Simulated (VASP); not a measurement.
Runs of VASP 6.6.1 on Au. The structure is that of space group Fm-3m (No. 225), or close to it. The cells are those of the table. 

```csv
cell,further INCAR settings,gap on the mesh (eV),pressure (GPa)
"a = 2.940, b = 2.940, c = 4.283 Å, 2 atoms",ALGO = Fast; EDIFF = 1e-06; NBANDS = 18,none,(a)
"a = 2.940, b = 2.940, c = 4.075 Å, 2 atoms",ALGO = Fast; EDIFF = 1e-07; NBANDS = 18,none,2.8
"a = 2.940, b = 2.940, c = 4.199 Å, 2 atoms",ALGO = Fast; EDIFF = 1e-06; NBANDS = 18,none,(b)
"a = 2.940, b = 2.940, c = 4.241 Å, 2 atoms",ALGO = Fast; EDIFF = 1e-06; NBANDS = 18,none,-2.7
"a = 2.940, b = 2.940, c = 4.033 Å, 2 atoms",ALGO = Fast; EDIFF = 1e-06; NBANDS = 18,none,4.5
```

Alike in all rows: task single point; level PBE; potentials or basis VASP PAW PBE potentials, release 64 (Au); no spin polarisation; k mesh 18 × 18 × 12; cutoff (eV) 520; smearing gaussian 0.1 eV.

**Question.** Estimate the missing entries.

**Answer.** (a) -3.9; (b) -1.5.

Caveats: spin-orbit coupling is left out, which moves the levels of the heavy elements; the cell stands under tension (at least some runs); the cell stands under pressure (at least some runs).

A k mesh can miss the band edges, and the runs leave out spin-orbit coupling on Au.

A gap of «none» marks levels without a gap at the run's occupations.
